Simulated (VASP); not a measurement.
Write the native input for VASP 6.6.1 that does the following.

```yaml
Task: single point
Functional: PBE
Potentials_or_basis: VASP PAW PBE potentials, release 64 (Ba_sv, Zr_sv, O)
Cutoff: 520 eV
k_mesh: 6 × 6 × 6
Occupations: gaussian, width 0.05 eV
Spin: no spin polarisation
Dipole_correction: no
Further_INCAR_settings: ALGO = Normal; EDIFF = 1e-07; NBANDS = 28
```

The structure of BaZrO3 lies in POSCAR:

```
BaZrO3
1.0
    4.1815000000      0.0000000000      0.0000000000
    0.0000000000      4.1815000000      0.0000000000
    0.0000000000      0.0000000000      4.1815000000
Ba Zr O
1 1 3
Direct
    0.5084551809      0.4915448191      0.5000000000
    0.0000000000      0.0000000000      0.0000000000
    0.5000000000      0.0000000000      0.0000000000
    0.0000000000      0.5000000000      0.0000000000
    0.0000000000      0.0000000000      0.5000000000
```

This cell differs from its parent crystal: all Ba atoms moved +0.050 Å, as atom 1 along Cartesian [1 -1 0].

These files were run (other wordings do the same):

INCAR

```
ALGO = Normal
EDIFF = 1E-7
ENCUT = 520
GGA = PE
ISIF = 2
ISMEAR = 0
LASPH = True
LCHARG = True
LELF = True
LREAL = False
LVHAR = True
LWAVE = False
NBANDS = 28
NELM = 80
PREC = Accurate
SIGMA = 0.05
```

KPOINTS

```
k-points
0
Gamma
  6 6 6
```

Potentials or basis: VASP PAW PBE potentials, release 64 (Ba_sv, Zr_sv, O).

The run is started by

```bash
$ cat potpaw_PBE.64/Ba_sv/POTCAR potpaw_PBE.64/Zr_sv/POTCAR potpaw_PBE.64/O/POTCAR > POTCAR
$ mpirun -np 1 vasp_std > vasp.out
```

It gave:

| Property | Result |
| --- | --- |
| Pressure | 6.4 GPa |
| Largest force | 0.205 eV/Å |
| Band gap on the k mesh | 3.20 eV, indirect (least direct gap 3.42 eV) |

Caveat: the cell differs from its parent crystal (all Ba atoms moved +0.050 Å, as atom 1 along Cartesian [1 -1 0]); spin-orbit coupling is left out, which moves the levels of the heavy elements.

Wall time 57 s on 1 thread of Intel(R) Xeon(R) 6975P-C (Granite Rapids) (shared host), peak memory 0.25 GiB.
